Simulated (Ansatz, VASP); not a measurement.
SnTe3: VASP beside Ansatz

The input INCAR:

```
PREC     = Accurate       # precision mode
ENCUT    = 520            # plane-wave cutoff, eV
EDIFF    = 1E-6           # SCF threshold, eV
ISMEAR   = -1             # smearing method
SIGMA    = 0.2            # smearing width, eV
LREAL    = False          # projectors in reciprocal space
LASPH    = True           # aspherical terms in the spheres
NELM     = 100            # most SCF steps
ALGO     = Normal         # electronic algorithm
ISIF     = 2              # what is computed and relaxed
LWAVE    = False          # write WAVECAR
LCHARG   = False          # write CHGCAR
GGA      = PE             # functional
NBANDS   = 24             # bands
```

KPOINTS

```
Automatic mesh
0
Gamma
  10 10 10
```

Contents of POSCAR:

```
SnTe3
1.0
    0.0000000000      3.8612190000      3.8612190000
    3.8612190000      0.0000000000      3.8612190000
    3.8612190000      3.8612190000      0.0000000000
Sn Te
1 3
Direct
    0.0000000000      0.0000000000      0.0000000000
    0.2500000000      0.2500000000      0.2500000000
    0.7500000000      0.7500000000      0.7500000000
    0.5000000000      0.5000000000      0.5000000000
```

Input for Ansatz:

```yaml
crystal:
  lattice:
    - [0.0, 3.861219, 3.861219]
    - [3.861219, 0.0, 3.861219]
    - [3.861219, 3.861219, 0.0]
  atoms:
    - { symbol: Sn, position: [0.0, 0.0, 0.0] }
    - { symbol: Te, position: [0.25, 0.25, 0.25] }
    - { symbol: Te, position: [0.75, 0.75, 0.75] }
    - { symbol: Te, position: [0.5, 0.5, 0.5] }
basis:
  ecutwfc: 420
kpoints:
  mp_grid: { grid: [10, 10, 10] }
hamiltonian:
  xc: pbe
scf:
  occupations: { method: fermi_dirac, width: 0.2 }
output:
  forces: true
  stress: true
  eigenvalues: true
```

Alike in both runs: task single point; functional PBE; k mesh 10 × 10 × 10; occupations fermi-dirac, width 0.2 eV; no spin polarisation.

|  | VASP | Ansatz |
| --- | --- | --- |
| version | VASP 6.6.1 | Ansatz 0.2.0 |
| potentials or method | VASP PAW PBE potentials, release 64 (Sn_d, Te), cutoff 520 eV | scalar-relativistic, plane waves, PAW |
| valence electrons in the cell | 32 | 62 |

VASP gave:

* gap on the k mesh at the Fermi level (eV): none
* pressure (GPa): 0.2

Q: Estimate Ansatz's values.

A: gap on the k mesh at the Fermi level (eV): none; pressure (GPa): 0.3.

A gap of «none» marks a metal or a gap that the smearing closes. VASP's potentials hold 32 valence electrons a cell and Ansatz's 62, so a difference there can come from the potentials and not from the codes.

Spin-orbit coupling is off throughout.
